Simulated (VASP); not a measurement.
## ZrC: single point with PBE

Crystal: ZrC.

```
CELL_PARAMETERS angstrom
0.00000 2.35021 2.35021
2.35021 0.00000 2.35021
2.35021 2.35021 0.00000
ATOMIC_POSITIONS crystal
Zr 0.50000 0.50000 0.50000
C 0.01862 0.01862 0.98138
```

This cell differs from its parent crystal: all C atoms moved +0.087 Å, as atom 2 along Cartesian [0 0 1].

```yaml
Program: VASP 6.6.1
Task: single point
Functional: PBE
Potentials_or_basis: VASP PAW PBE potentials, release 64 (Zr_sv, C)
Cutoff: 520 eV
k_mesh: 18 × 18 × 18
Occupations: gaussian, width 0.15 eV
Spin: no spin polarisation
```

- Pressure: 2.0 GPa
- Largest force: 0.600 eV/Å
- Band gap on the k mesh: zero (bands 8 and 9 overlap by 1.10 eV)

Forces on the atoms (eV/Å):
```
Zr   0.000  0.000  0.600
C    0.000  0.000 -0.600
```

Stress tensor (GPa, compression positive):
```
1.37 0.00 0.00
0.00 1.37 0.00
0.00 0.00 3.38
```

Levels at points of the mesh, in eV from the Fermi level:
```tsv
k point	band 4	band 5	band 6	band 7	band 8	band 9	band 10	band 11	band 12	band 13
(0.00, 0.00, 0.00)	-25.86	-11.34	0.47	0.47	0.69	1.05	1.50	1.50	2.77	3.04
(0.50, 0.00, 0.00)	-25.94	-8.28	-5.33	-2.97	-2.95	4.43	4.47	5.27	6.46	9.96
(0.50, 0.50, 0.00)	-26.14	-10.17	-2.07	-1.80	0.02	0.02	4.41	5.62	5.62	7.80
(0.00, 0.50, 0.50)	-26.14	-10.17	-2.10	-1.95	0.00	0.19	4.46	5.62	5.62	7.93
```

Wall time 90 s on 1 thread of Intel(R) Xeon(R) 6975P-C (Granite Rapids) (shared host), peak memory 0.31 GiB.

Caveat: the cell differs from its parent crystal (all C atoms moved +0.087 Å, as atom 2 along Cartesian [0 0 1]).
